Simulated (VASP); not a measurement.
# AlNi (Pm-3m) in VASP: single point with PBE

Aim: the single point of AlNi with PBE.

Everything below comes from runs of VASP 6.6.1. Logs are shortened: lines on timing, memory, paths and dates and some standing lists are left out, and cuts for length are marked.

**1. The cell of the first run**

The structure is cubic, space group Pm-3m (No. 221). Conventional cell: a = 2.892 Å, b = 2.892 Å, c = 2.892 Å, α = 90.00°, β = 90.00°, γ = 90.00°. Al (site symmetry m-3m) has 8 Ni at 2.50 Å and 6 Al at 2.89 Å within 3.3 Å. Ni (site symmetry m-3m) has 8 Al at 2.50 Å and 6 Ni at 2.89 Å within 3.3 Å.

**2. Single point, PBE**

Contents of INCAR:

```
PREC = Accurate
ENCUT = 520
EDIFF = 1E-6
ISMEAR = 1
SIGMA = 0.1
LREAL = Auto
LASPH = T
NELM = 60
ALGO = Normal
ISIF = 2
LWAVE = F
LCHARG = F
GGA = PE
NBANDS = 246
```

Contents of KPOINTS:

```
regular mesh
0
Gamma
  2 2 2
```

Contents of POSCAR:

```
AlNi
1.0
   -5.7836525340      5.7836525340      5.7836525340
    5.7836525340     -5.7836525340      5.7836525340
    5.7836525340      5.7836525340     -5.7836525340
Al Ni
32 32
Direct
    0.0000000000      0.0000000000      0.2500000000
    0.0000000000      0.2500000000      0.0000000000
    0.2500000000      0.0000000000      0.0000000000
    0.2500000000      0.2500000000      0.2500000000
    0.0000000000      0.0000000000      0.7500000000
    0.0000000000      0.2500000000      0.5000000000
    0.2500000000      0.0000000000      0.5000000000
    0.2500000000      0.2500000000      0.7500000000
    0.0000000000      0.5000000000      0.2500000000
    0.0000000000      0.7500000000      0.0000000000
    0.2500000000      0.5000000000      0.0000000000
    0.2500000000      0.7500000000      0.2500000000
    0.0000000000      0.5000000000      0.7500000000
    0.0000000000      0.7500000000      0.5000000000
    0.2500000000      0.5000000000      0.5000000000
    0.2500000000      0.7500000000      0.7500000000
    0.5000000000      0.0000000000      0.2500000000
    0.5000000000      0.2500000000      0.0000000000
    0.7500000000      0.0000000000      0.0000000000
    0.7500000000      0.2500000000      0.2500000000
    0.5000000000      0.0000000000      0.7500000000
    0.5000000000      0.2500000000      0.5000000000
    0.7500000000      0.0000000000      0.5000000000
    0.7500000000      0.2500000000      0.7500000000
    0.5000000000      0.5000000000      0.2500000000
    0.5000000000      0.7500000000      0.0000000000
    0.7500000000      0.5000000000      0.0000000000
    0.7500000000      0.7500000000      0.2500000000
    0.5000000000      0.5000000000      0.7500000000
    0.5000000000      0.7500000000      0.5000000000
    0.7500000000      0.5000000000      0.5000000000
    0.7500000000      0.7500000000      0.7500000000
    0.0000000000      0.0000000000      0.0000000000
    0.0000000000      0.2500000000      0.2500000000
    0.2500000000      0.0000000000      0.2500000000
    0.2500000000      0.2500000000      0.0000000000
    0.0000000000      0.0000000000      0.5000000000
    0.0000000000      0.2500000000      0.7500000000
    0.2500000000      0.0000000000      0.7500000000
    0.2500000000      0.2500000000      0.5000000000
    0.0000000000      0.5000000000      0.0000000000
    0.0000000000      0.7500000000      0.2500000000
    0.2500000000      0.5000000000      0.2500000000
    0.2500000000      0.7500000000      0.0000000000
    0.0000000000      0.5000000000      0.5000000000
    0.0000000000      0.7500000000      0.7500000000
    0.2500000000      0.5000000000      0.7500000000
    0.2500000000      0.7500000000      0.5000000000
    0.5000000000      0.0000000000      0.0000000000
    0.5000000000      0.2500000000      0.2500000000
    0.7500000000      0.0000000000      0.2500000000
    0.7500000000      0.2500000000      0.0000000000
    0.5000000000      0.0000000000      0.5000000000
    0.5000000000      0.2500000000      0.7500000000
    0.7500000000      0.0000000000      0.7500000000
    0.7500000000      0.2500000000      0.5000000000
    0.5000000000      0.5000000000      0.0000000000
    0.5000000000      0.7500000000      0.2500000000
    0.7500000000      0.5000000000      0.2500000000
    0.7500000000      0.7500000000      0.0000000000
    0.5000000000      0.5000000000      0.5000000000
    0.5000000000      0.7500000000      0.7500000000
    0.7500000000      0.5000000000      0.7500000000
    0.7500000000      0.7500000000      0.5000000000
```

Potentials or basis: VASP PAW PBE potentials, release 64 (Al, Ni).

On the command line:

```sh
$ cat potpaw_PBE.64/Al/POTCAR potpaw_PBE.64/Ni/POTCAR > POTCAR
$ mpirun -np 1 vasp_std > vasp.out
```

OUTCAR:

```text
PREC = Accurate
   ENCUT = 520
   EDIFF = 1E-6
   ISMEAR = 1
   LREAL = Auto
   LASPH = T
   NELM = 60
   ISIF = 2
   GGA = PE

 ion  position               nearest neighbor table
   1  0.000  0.000  0.250-  33 2.50  34 2.50  35 2.50  37 2.50  40 2.50  42 2.50  51 2.50  60 2.50
                             7 2.89  10 2.89  19 2.89  28 2.89   4 2.89   6 2.89
   2  0.000  0.250  0.000-  33 2.50  34 2.50  36 2.50  38 2.50  41 2.50  43 2.50  52 2.50  55 2.50
                             9 2.89  11 2.89  19 2.89  24 2.89   4 2.89   5 2.89
   3  0.250  0.000  0.000-  33 2.50  35 2.50  36 2.50  39 2.50  44 2.50  46 2.50  49 2.50  50 2.50
                            10 2.89  16 2.89  17 2.89  18 2.89   4 2.89   5 2.89
   4  0.250  0.250  0.250-  33 2.50  34 2.50  35 2.50  36 2.50  40 2.50  43 2.50  50 2.50  61 2.50
                             3 2.89  15 2.89  22 2.89  25 2.89   1 2.89   2 2.89
   5  0.000  0.000  0.750-  33 2.50  36 2.50  37 2.50  38 2.50  39 2.50  46 2.50  55 2.50  64 2.50
                             8 2.89  14 2.89  23 2.89  32 2.89   2 2.89   3 2.89
   6  0.000  0.250  0.500-  34 2.50  37 2.50  38 2.50  40 2.50  45 2.50  47 2.50  51 2.50  56 2.50
                            13 2.89  15 2.89  20 2.89  23 2.89   1 2.89   8 2.89
   7  0.250  0.000  0.500-  35 2.50  37 2.50  39 2.50  40 2.50  42 2.50  48 2.50  53 2.50  54 2.50
                            12 2.89  14 2.89  21 2.89  22 2.89   1 2.89   8 2.89
   8  0.250  0.250  0.750-  36 2.50  37 2.50  38 2.50  39 2.50  40 2.50  47 2.50  54 2.50  57 2.50
                             7 2.89  11 2.89  18 2.89  29 2.89   5 2.89   6 2.89
   9  0.000  0.500  0.250-  34 2.50  41 2.50  42 2.50  43 2.50  45 2.50  48 2.50  52 2.50  59 2.50
[... 97 lines left out ...]
  58  0.500  0.750  0.250-  11 2.50  12 2.50  17 2.50  23 2.50  25 2.50  26 2.50  28 2.50  30 2.50
                            43 2.89  44 2.89  51 2.89  53 2.89  57 2.89  64 2.89
  59  0.750  0.500  0.250-   9 2.50  14 2.50  18 2.50  20 2.50  25 2.50  27 2.50  28 2.50  31 2.50
                            42 2.89  45 2.89  50 2.89  52 2.89  57 2.89  64 2.89
  60  0.750  0.750  0.000-   1 2.50  10 2.50  19 2.50  26 2.50  27 2.50  28 2.50  29 2.50  32 2.50
                            33 2.89  42 2.89  51 2.89  57 2.89  62 2.89  63 2.89
  61  0.500  0.500  0.500-   4 2.50  15 2.50  22 2.50  25 2.50  29 2.50  30 2.50  31 2.50  32 2.50
                            40 2.89  43 2.89  50 2.89  62 2.89  63 2.89  64 2.89
  62  0.500  0.750  0.750-  15 2.50  16 2.50  19 2.50  21 2.50  26 2.50  29 2.50  30 2.50  32 2.50
                            47 2.89  48 2.89  49 2.89  55 2.89  60 2.89  61 2.89
  63  0.750  0.500  0.750-  10 2.50  13 2.50  22 2.50  24 2.50  27 2.50  29 2.50  31 2.50  32 2.50
                            41 2.89  46 2.89  54 2.89  56 2.89  60 2.89  61 2.89
  64  0.750  0.750  0.500-   5 2.50  14 2.50  23 2.50  25 2.50  28 2.50  30 2.50  31 2.50  32 2.50
                            37 2.89  46 2.89  55 2.89  58 2.89  59 2.89  61 2.89

  LATTYP: Found a body centered cubic cell.
 ALAT       =    11.5673050680

  Lattice vectors:

 A1 = (  -5.7836525340,   5.7836525340,   5.7836525340)
 A2 = (   5.7836525340,  -5.7836525340,   5.7836525340)
 A3 = (   5.7836525340,   5.7836525340,  -5.7836525340)

Analysis of symmetry for initial positions (statically):
[... 144 lines left out ...]
  volume/ion in A,a.u.               =      12.09        81.60
  Fermi-wavevector in a.u.,A,eV,Ry     =   1.331120  2.515451 24.107883  1.771879
  Thomas-Fermi vector in A             =   2.460155
   LORBIT       =      0    0 simple, 1 ext, 2 COOP (PROOUT), +10 PAW based schemes
   GGA     = PE    functional components
   LHFCALC =     F    Hartree Fock is set to
   AEXX    =    0.0000 exact exchange contribution
   IVDW    =     0    specifies the selected vdW correction
   LEPSILON=     F    determine dielectric tensor
   LRPA    =     F    only Hartree local field effects (RPA)
 non-spin polarized calculation
 Methfessel and Paxton  Order N= 1 SIGMA  =   0.10
  energy-cutoff  :      520.00
  volume of cell :      773.87
 maximum number of plane-waves:     20929
 NGX is ok and might be reduce to    80
   NGX = 37   NGY = 37   NGZ = 37

 number of electron     416.0000358 magnetization

 Free energy of the ion-electron system (eV)
  ---------------------------------------------------
  ext. energy  EPLUGINS =         0.00000000
  ---------------------------------------------------
  free energy    TOTEN  =      -336.30461475 eV

  energy without entropy =     -336.14604772  energy(sigma->0) =     -336.25175907

 E-fermi :   9.8728     XC(G=0): -11.9935

 val. band max:        9.8527472296   @ k =   0.5000   0.0000   0.0000
 cond. band min:       9.9316898853   @ k =   0.5000   0.0000   0.0000
 fundamental gap:      0.0789426557
 Fermi energy:         9.8728279674

 k-point     1 :       0.0000    0.0000    0.0000
  band No.  band energies     occupation
      1      -1.1774      2.00000
      2       1.0295      2.00000
      3       1.0295      2.00000
      4       1.0295      2.00000
      5       1.0295      2.00000
      6       1.0295      2.00000
[... 658 lines left out ...]
    219      11.5009     -0.00000
    220      11.5009     -0.00000
 [bands above 220 left out]

------------------------ aborting loop because EDIFF is reached ----------------------------------------

  FORCE on cell =-STRESS in cart. coord.  units (eV):
  Direction    XX          YY          ZZ          XY          YZ          ZX
  --------------------------------------------------------------------------------------
  -------------------------------------------------------------------------------------
  Total        3.2500587      3.2500587      3.2500587     -0.0000000     -0.0000000     -0.0000000
  in kB        6.7287626      6.7287626      6.7287626     -0.0000000     -0.0000000     -0.0000000
  external PRESSURE =       6.7287626 kB  Pullay stress =       0.0000000 kB

 VOLUME and BASIS-vectors are now :
 -----------------------------------------------------------------------------
  energy-cutoff  :      520.00
  volume of cell :      773.87
      direct lattice vectors                 reciprocal lattice vectors
    -5.783652534  5.783652534  5.783652534     0.000000000  0.086450560  0.086450560
     5.783652534 -5.783652534  5.783652534     0.086450560  0.000000000  0.086450560
     5.783652534  5.783652534 -5.783652534     0.086450560  0.086450560  0.000000000

 POSITION                                       TOTAL-FORCE (eV/Angst)
 -----------------------------------------------------------------------------------
      1.44591      1.44591     -1.44591         0.000000     -0.000000     -0.000000
      1.44591     -1.44591      1.44591         0.000000      0.000000     -0.000000
     -1.44591      1.44591      1.44591        -0.000000     -0.000000      0.000000
      1.44591      1.44591      1.44591         0.000000      0.000000     -0.000000
      4.33774      4.33774     -4.33774         0.000000      0.000000     -0.000000
      4.33774      1.44591     -1.44591        -0.000000      0.000000     -0.000000
[... 56 lines left out ...]
      2.89183      5.78365      2.89183        -0.000000      0.000000     -0.000000
      2.89183      2.89183      5.78365        -0.000000     -0.000000      0.000000
 -----------------------------------------------------------------------------------
    total drift:                               -0.000000      0.000000     -0.000000

  FREE ENERGIE OF THE ION-ELECTRON SYSTEM (eV)
  ---------------------------------------------------
  free  energy   TOTEN  =      -336.3046147490 eV

  energy  without entropy=     -336.1460477223  energy(sigma->0) =     -336.25175907
```

It took 49 min on 1 thread of Oxide Virtual Turin-like, shared host; peak memory 1.1 GiB.

What came out:

```
Free energy            : -336.3046 eV
Pressure               : 0.7 GPa
Band gap on the k mesh : zero (bands 208 and 209 overlap by 0.52 eV)
```

Levels at points of the mesh, in eV from the Fermi level:
| k point | band 206 | band 207 | band 208 | band 209 | band 210 | band 211 | band 212 | band 213 | band 214 | band 215 |
| --- | --- | --- | --- | --- | --- | --- | --- | --- | --- | --- |
| (0.00, 0.00, 0.00) | -0.54 | -0.54 | -0.54 | -0.54 | 1.03 | 1.03 | 1.03 | 1.03 | 1.03 | 1.03 |
| (0.50, 0.00, 0.00) | -0.02 | -0.02 | -0.02 | -0.02 | -0.02 | 0.06 | 0.06 | 0.33 | 0.33 | 0.66 |
| (0.50, 0.50, 0.50) | -0.32 | -0.32 | -0.32 | -0.32 | -0.32 | 0.82 | 0.82 | 0.82 | 0.82 | 0.82 |

Caveat: the k points lie up to 0.38 Å⁻¹ apart, too coarse for converged energies and pressures of a metal. Spin polarisation is off, so any magnetic state and its effect on volume and gap are missing.
